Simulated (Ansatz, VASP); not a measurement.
**One calculation of Ca, two programs**

Contents of INCAR:

```
SYSTEM = Ca
ALGO = Normal ; EDIFF = 1E-6
EDIFFG = -0.04 ; ENCUT = 600
GGA = PS ; IBRION = 2
ISIF = 3 ; ISMEAR = 0
LASPH = .True. ; LCHARG = .False.
LREAL = .False. ; LWAVE = .False.
NELM = 100 ; NSW = 90
PREC = Accurate ; SIGMA = 0.1
```

KPOINTS

```
k-points
0
Gamma
  6 6 4
  0 0 0
```

Contents of POSCAR:

```
Ca
1.0
    5.1305594954      0.0000000000      0.0000000000
   -2.5652797477      4.4431948587      0.0000000000
    0.0000000000      0.0000000000      5.8207914923
Ca
3
Direct
    0.2254000000      0.0000000000      0.3333333333
    0.0000000000      0.2254000000      0.6666666667
    0.7746000000      0.7746000000      0.0000000000
```

Input for Ansatz:

```yaml
crystal:
  lattice:
    - [5.1305594954, 0.0, 0.0]
    - [-2.5652797477, 4.4431948587, 0.0]
    - [0.0, 0.0, 5.8207914923]
  atoms:
    - { symbol: Ca, position: [0.2254, 0.0, 0.3333333333] }
    - { symbol: Ca, position: [0.0, 0.2254, 0.6666666667] }
    - { symbol: Ca, position: [0.7746, 0.7746, 0.0] }
basis:
  ecutwfc: 420
kpoints:
  mp_grid: { grid: [6, 6, 4] }
hamiltonian:
  xc: pbesol
scf:
  occupations: { method: gaussian, width: 0.1 }
  lower_state_search: "off"
output:
  forces: true
  stress: true
  eigenvalues: true
relax:
  adjacent_minimum: "off"
  f_tol: 0.04
  max_steps: 70
  cell: { stress_tol: 0.4 }
```

Alike in both runs: task relaxation of cell and atoms; functional PBEsol; k mesh 6 × 6 × 4; occupations gaussian, width 0.1 eV; no spin polarisation.

```csv
,VASP,Ansatz
version,VASP 6.6.1,Ansatz 0.2.0
potentials or method,"VASP PAW PBE potentials, release 64 (Ca_sv), cutoff 600 eV","scalar-relativistic, plane waves, PAW"
valence electrons in the cell,30,30
```

Ansatz gave:

| Property | Result |
| --- | --- |
| gap on the k mesh at the Fermi level, each at its own relaxed structure (eV) | none |
| relaxed volume (Å³/atom) | 40.13 |
| relaxed cell length with the largest relative difference (Å) | 6.069 |

Q: What did VASP give for the same quantities?

A: gap on the k mesh at the Fermi level, each at its own relaxed structure (eV): none; relaxed volume (Å³/atom): 40.24; relaxed cell length with the largest relative difference (Å): 3.839.

VASP's potentials were made for PBE, not for PBEsol. A gap of «none» marks a metal or a gap that the smearing closes. One of these differences is far larger than is usual between the two programs; its cause wasn't traced.
